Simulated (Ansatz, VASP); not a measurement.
**Two plane-wave programs on ZnGe2N2**

File INCAR:

```
PREC = Accurate
ENCUT = 520
EDIFF = 1E-7
ISMEAR = 0
SIGMA = 0.1
LREAL = False
LASPH = True
NELM = 100
ALGO = Normal
ISIF = 2
LWAVE = False
LCHARG = False
GGA = PE
NBANDS = 33
```

Contents of KPOINTS:

```
Automatic mesh
0
Gamma
  6 6 2
```

File POSCAR:

```
ZnGe2N2
1.0
    3.1346998400     -1.8017308700      0.0000000000
    3.1346998400      1.8017308700      0.0000000000
   -0.5717607600      0.0000000000      8.7107142900
Zn Ge N
1 2 2
Direct
    0.1023210000      0.8976790000      0.0000000000
    0.7661420100      0.5128370200      0.7398939700
    0.4871629800      0.2338579900      0.2601060300
    0.7593680000      0.5514720400      0.8664240200
    0.4485279600      0.2406320000      0.1335759800
```

Input for Ansatz:

```yaml
crystal:
  lattice:
    - [3.13469984, -1.80173087, 0.0]
    - [3.13469984, 1.80173087, 0.0]
    - [-0.57176076, 0.0, 8.71071429]
  atoms:
    - { symbol: Zn, position: [0.102321, 0.897679, 0.0] }
    - { symbol: Ge, position: [0.76614201, 0.51283702, 0.73989397] }
    - { symbol: Ge, position: [0.48716298, 0.23385799, 0.26010603] }
    - { symbol: "N", position: [0.759368, 0.55147204, 0.86642402] }
    - { symbol: "N", position: [0.44852796, 0.240632, 0.13357598] }
basis:
  ecutwfc: 420
kpoints:
  mp_grid: { grid: [6, 6, 2] }
hamiltonian:
  xc: pbe
scf:
  occupations: { method: gaussian, width: 0.1 }
  lower_state_search: "off"
output:
  forces: true
  stress: true
  eigenvalues: true
```

Change from the starting cell: species swapped into the NiH2O2 type (C2, No. 5).

Alike in both runs: task single point; functional PBE; k mesh 6 × 6 × 2; occupations gaussian, width 0.1 eV; no spin polarisation.

|  | VASP | Ansatz |
| --- | --- | --- |
| version | VASP 6.6.1 | Ansatz 0.2.0 |
| potentials or method | VASP PAW PBE potentials, release 64 (Zn, Ge_d, N), cutoff 520 eV | scalar-relativistic, plane waves, PAW |
| valence electrons in the cell | 50 | 50 |

|  | VASP | Ansatz | Ansatz less VASP |
| --- | --- | --- | --- |
| gap on the k mesh at the Fermi level (eV) | 0.69 | 0.69 | +0.005 |
| least direct gap on the mesh (eV) | 1.11 | 1.06 | -0.053 |
| rms of the force components (eV/Å) | 64.995 | 58.060 | -6.9358 |

Atom by atom the forces differ by 6.936 eV/Å (rms over components).
